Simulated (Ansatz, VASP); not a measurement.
## In in VASP and in Ansatz

Contents of INCAR:

```
SYSTEM = In
PREC = Accurate
ENCUT = 400
EDIFF = 1E-6
ISMEAR = -1
SIGMA = 0.05
LREAL = .FALSE.
LASPH = .TRUE.
NELM = 120
ALGO = Normal
ISIF = 2
LWAVE = .FALSE.
LCHARG = .FALSE.
GGA = PS
NBANDS = 26
GGA_COMPAT = .FALSE.
NELMDL = -8
```

File KPOINTS:

```
Automatic mesh
0
G
  9 9 1
  0 0 0
```

Contents of POSCAR:

```
In
1.0
    3.3354847820      0.0000000000      0.0000000000
   -1.6677423910      2.8886145552      0.0000000000
    0.0000000000      0.0000000000     20.5091429200
In
3
Direct
    0.3333333300      0.6666666600      0.3656905620
    0.6666666700      0.3333333400      0.5000000000
    0.3333333300      0.6666666600      0.6343094380
```

input.yaml

```yaml
crystal:
  lattice:
    - [3.335484782, 0.0, 0.0]
    - [-1.667742391, 2.8886145552, 0.0]
    - [0.0, 0.0, 20.50914292]
  atoms:
    - { symbol: In, position: [0.33333333, 0.66666666, 0.365690562] }
    - { symbol: In, position: [0.66666667, 0.33333334, 0.5] }
    - { symbol: In, position: [0.33333333, 0.66666666, 0.634309438] }
kpoints:
  mp_grid: { grid: [9, 9, 1] }
scf:
  occupations: { method: fermi_dirac, width: 0.05 }
hamiltonian:
  xc: pbesol
  pseudopotentials: { kind: all_electron, lapw: { basis_error: 0.002 } }
output:
  forces: true
  stress: true
  eigenvalues: true
```

Alike in both runs: task single point; functional PBEsol; k mesh 9 × 9 × 1; occupations fermi-dirac, width 0.05 eV; no spin polarisation.

|  | VASP | Ansatz |
| --- | --- | --- |
| version | VASP 6.6.1 | Ansatz 0.2.0 |
| potentials or method | VASP PAW PBE potentials, release 64 (In_d), cutoff 400 eV | all-electron LAPW, scalar-relativistic |

Ansatz gave:

| Quantity | Value |
| --- | --- |
| gap on the k mesh at the Fermi level (eV) | none |
| rms of the force components (eV/Å) | 0.053 |

Q: What did VASP give for the same quantities?

A: gap on the k mesh at the Fermi level (eV): none; rms of the force components (eV/Å): 0.052.

VASP's potentials were made for PBE, not for PBEsol. Atom by atom the forces differ by 0.001 eV/Å (rms over components). A gap of «none» marks a metal or a gap that the smearing closes. Ansatz ran all-electron here, and VASP with PAW potentials.
